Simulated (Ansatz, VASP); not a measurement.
One calculation of B6P7, two programs

```
CELL_PARAMETERS angstrom
6.84090 0.64928 0.49734
0.63270 7.55996 0.07642
0.51675 0.05261 7.14841
ATOMIC_POSITIONS crystal
P 0.01634 0.07649 0.21972
P 0.86044 0.43549 0.13604
P 0.57161 0.25721 0.65851
P 0.19253 0.13555 0.95359
P 0.74894 0.43377 0.86947
P 0.48021 0.81508 0.61899
P 0.23443 0.85260 0.31819
P 0.07400 0.63843 0.40134
P 0.82311 0.99237 0.68877
P 0.29714 0.35204 0.08748
P 0.29268 0.24319 0.54698
P 0.22363 0.64501 0.86369
P 0.56958 0.50943 0.31370
P 0.77800 0.84489 0.44449
B 0.62345 0.86477 0.83431
B 0.48164 0.74081 0.20286
B 0.54017 0.63905 0.82392
B 0.55287 0.27215 0.93075
B 0.61374 0.88450 0.08454
B 0.44341 0.28546 0.29686
B 0.08282 0.55955 0.12785
B 0.78803 0.96341 0.20349
B 0.57904 0.11652 0.14400
B 0.47722 0.04712 0.96466
B 0.25213 0.50301 0.62132
B 0.49898 0.53661 0.58750
```

Alike in both runs: functional PBE; k mesh 3 × 3 × 3; occupations gaussian, width 0.1 eV; no spin polarisation.

Ansatz relaxed the structure, and its values are those at the end. VASP's run is a single point on that final structure, the one shown.

```csv
,VASP,Ansatz
version,VASP 6.6.1,Ansatz 0.2.0
potentials or method,"VASP PAW PBE potentials, release 64 (P, B), cutoff 520 eV","scalar-relativistic, plane waves, PAW"
valence electrons in the cell,106,106
```

```csv
,VASP,Ansatz,Ansatz less VASP
gap on the k mesh at the Fermi level (eV),none,none,-
rms of the force components (eV/Å),0.021,0.006,-0.0151
```

A gap of «none» marks a metal or a gap that the smearing closes.
